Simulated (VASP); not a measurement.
Write the native input for VASP 6.6.1 that does the following.

| Quantity | Value |
| --- | --- |
| Task | single point |
| Functional | PBE |
| Potentials or basis | VASP PAW PBE potentials, release 64 (Hf_pv, S) |
| Cutoff | 520 eV |
| k mesh | 8 × 8 × 6 |
| Occupations | gaussian, width 0.1 eV |
| Spin | no spin polarisation |
| Dipole correction | no |
| Further INCAR settings | ALGO = Normal; EDIFF = 1e-07; NBANDS = 29 |

The structure of HfS5 lies in POSCAR:

```
HfS5
1.0
    3.1544632381     -4.0720897555      0.0000000000
    3.1544632381      4.0720897555      0.0000000000
    0.0000000000      0.0000000000      8.1351393922
Hf S
1 5
Direct
    0.5000000000      0.5000000000      0.5000000000
    0.5000000000      0.5000000000      0.7861491683
    0.5000000000      0.5000000000      0.2138508317
    0.7574713348      0.2425286652      0.0000000000
    0.2425286652      0.7574713348      0.0000000000
    0.0000000000      0.0000000000      0.0000000000
```

The cell was generated, and may not be a known phase.

These files were run (other wordings do the same):

INCAR

```
  PREC = Accurate
  ENCUT = 520
  EDIFF = 1E-7
  ISMEAR = 0
  SIGMA = 0.1
  LREAL = F
  LASPH = T
  NELM = 60
  ALGO = Normal
  ISIF = 2
  LWAVE = F
  LCHARG = F
  GGA = PE
  NBANDS = 29
```

KPOINTS

```
Automatic mesh
0
Gamma
  8 8 6
```

Potentials or basis: VASP PAW PBE potentials, release 64 (Hf_pv, S).

Command:

```console
$ cat potpaw_PBE.64/Hf_pv/POTCAR potpaw_PBE.64/S/POTCAR > POTCAR
$ mpirun -np 1 vasp_std > vasp.out
```

Results of the run:

```yaml
Pressure: -0.2 GPa
Largest_force: 0.134 eV/Å
Band_gap_on_the_k_mesh: zero (bands 20 and 21 overlap by 0.23 eV)
```

Caveat: spin-orbit coupling is left out, which moves the levels of the heavy elements.

Run time: 17 min on 1 thread of Intel Xeon 8259CL (shared host), peak memory 0.59 GiB.
